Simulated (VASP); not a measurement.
Wanted: the native input for a VASP 6.6.1 run.

* Task: electric field gradients
* Functional: PBE
* Potentials or basis: VASP PAW PBE potentials, release 64 (B, N)
* Cutoff: 520 eV
* k mesh: 4 × 4 × 3
* Occupations: gaussian, width 0.01 eV
* Spin: no spin polarisation
* Dipole correction: no
* Further INCAR settings: LREAL = Auto; ALGO = Normal; EDIFF = 1e-08; NBANDS = 86

The structure of BN lies in POSCAR:

```
BN
1.0
    5.1078792034      0.0000000000      0.0000000000
   -2.5539396017      4.4235531496      0.0000000000
    0.0000000000      0.0000000000      8.4537100000
B N
16 16
Direct
    0.3333333333      0.1666666667      0.4998620000
    0.3333333333      0.1666666667      0.9998620000
    0.3333333333      0.6666666667      0.4998620000
    0.3333333333      0.6666666667      0.9998620000
    0.8333333333      0.1666666667      0.4998620000
    0.8333333333      0.1666666667      0.9998620000
    0.8333333333      0.6666666667      0.4998620000
    0.8333333333      0.6666666667      0.9998620000
    0.1666666667      0.3333333333      0.2498620000
    0.1666666667      0.3333333333      0.7498620000
    0.1666666667      0.8333333333      0.2498620000
    0.1666666667      0.8333333333      0.7498620000
    0.6666666667      0.3333333333      0.2498620000
    0.6666666667      0.3333333333      0.7498620000
    0.6666666667      0.8333333333      0.2498620000
    0.6666666667      0.8333333333      0.7498620000
    0.3333333333      0.1666666667      0.3126380000
    0.3333333333      0.1666666667      0.8126380000
    0.3333333333      0.6666666667      0.3126380000
    0.3333333333      0.6666666667      0.8126380000
    0.8333333333      0.1666666667      0.3126380000
    0.8333333333      0.1666666667      0.8126380000
    0.8333333333      0.6666666667      0.3126380000
    0.8333333333      0.6666666667      0.8126380000
    0.1666666667      0.3333333333      0.0626380000
    0.1666666667      0.3333333333      0.5626380000
    0.1666666667      0.8333333333      0.0626380000
    0.1666666667      0.8333333333      0.5626380000
    0.6666666667      0.3333333333      0.0626380000
    0.6666666667      0.3333333333      0.5626380000
    0.6666666667      0.8333333333      0.0626380000
    0.6666666667      0.8333333333      0.5626380000
```

These files were run (other wordings do the same):

INCAR

```
SYSTEM = BN
PREC = Accurate ; ENCUT = 520
EDIFF = 1E-8 ; ISMEAR = 0
SIGMA = 0.01 ; LREAL = Auto
LASPH = .TRUE. ; NELM = 60
ALGO = Normal ; ISIF = 2
LWAVE = .FALSE. ; LCHARG = .FALSE.
GGA = PE ; LEFG = .TRUE.
NBANDS = 86
```

KPOINTS

```
regular mesh
0
G
  4 4 3
  0 0 0
```

Potentials or basis: VASP PAW PBE potentials, release 64 (B, N).

Run with:

```bash
$ cat potpaw_PBE.64/B/POTCAR potpaw_PBE.64/N/POTCAR > POTCAR
$ mpirun -np 1 vasp_std > vasp.out
```

It gave:

The pressure is 0.2 GPa, the largest force is 0.014 eV/Å and the band gap on the k mesh is 5.51 eV. The largest electric field gradient by atom is B +0.9; N +4.8 V/Å².

Caveat: without QUAD_EFG the Cq values of the log hold for a quadrupole moment of 1 mb, not for the nuclei; an odd mesh through Γ misses points on the zone boundary, where band edges can lie.

Wall time 9.5 min on 1 thread of Intel Xeon 8259CL (shared host), peak memory 0.35 GiB.
